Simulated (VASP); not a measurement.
Input of a VASP 6.6.1 run:

The input INCAR:

```
SYSTEM = BeB15N15
PREC = Accurate ; ENCUT = 520
EDIFF = 1E-7 ; ISMEAR = -1
SIGMA = 0.01 ; LREAL = Auto
LASPH = .TRUE. ; NELM = 150
ALGO = Normal ; ISIF = 2
LWAVE = .FALSE. ; LCHARG = .FALSE.
ISPIN = 2 ; MAGMOM = 0.2 0.01 0 0.04 0.01 0 0 0 0 0 0 0.04 0 0 0.01 0 0.01 0.01 0.02 0.01 0.01 0 0 0.01 0 0 0 0.02 0 0 0
LORBIT = 11 ; NUPDOWN = 1.0
GGA = PE ; NBANDS = 86
NELECT = 123.0
```

Contents of KPOINTS:

```
Automatic mesh
0
Gamma
  1 1 1
  0.25 0.25 0.25
```

File POSCAR:

```
BeB15N15
1.0
   -3.6241103844      3.6241103844     -3.6241103844
    3.6241103844      3.6241103844      3.6241103844
    3.6241103844     -3.6241103844     -3.6241103844
B Be N
15 1 15
Direct
    0.0105953172      0.0111700401     -0.0040253524
    0.0031964925      0.2515293711      0.7519106421
    0.0041092326      0.5015520230      0.5011956115
   -0.0119175819      0.7513894099      0.2553051946
    0.2511372520      0.0035594154      0.7519386192
    0.2484464145      0.5046573863      0.2529927827
    0.2502724831      0.7537542177      0.0022272283
    0.5012274536      0.0044849500      0.5011622642
    0.5043057190      0.2488283337      0.2529981678
    0.4954221248      0.4957929151     -0.0028694667
    0.4997847048      0.7502102081      0.7495501558
    0.7513858830     -0.0115237188      0.2550839104
    0.7533533795      0.2506233610      0.0021992037
    0.7498859044      0.5001877360      0.7496009377
    0.7509442058      0.7512947636      0.5044514936
    0.2294886500      0.2298794445      0.4736230371
    0.0013707375      0.2561353755     -0.0004604050
    0.0033353454      0.5031720205      0.7523146534
   -0.0018500923      0.7502525284      0.5036559843
    0.2556883805      0.0017594882     -0.0003664205
    0.2466512118      0.2470139788      0.7565074214
    0.2488752280      0.5114334151      0.4985473036
    0.2467623722      0.7586337343      0.2511464392
    0.5027954160      0.0036709608      0.7523001037
    0.5110517598      0.2492464748      0.4985400791
    0.5015038854      0.5018681690      0.2530452302
    0.5015138327      0.7491248558      0.0017398728
    0.7500099621     -0.0014884633      0.5035668390
    0.7582797624      0.2471386809      0.2511203812
    0.7487509473      0.5018025627      0.0017547826
    0.7525704068      0.7529570503      0.7546143705
```

Potentials or basis: VASP PAW PBE potentials, release 64 (B, Be, N).

The run is started by

```sh
$ cat potpaw_PBE.64/B/POTCAR potpaw_PBE.64/Be/POTCAR potpaw_PBE.64/N/POTCAR > POTCAR
$ mpirun -np 1 vasp_std > vasp.out
```

(1) Estimate the largest force.

## Answers

(1) 0.043 eV/Å.

Caveat: the k points lie up to 1.23 Å⁻¹ apart; the cell carries a net charge on a neutralising background, which shifts energy and pressure; the total moment is fixed, so each spin has its own Fermi level.
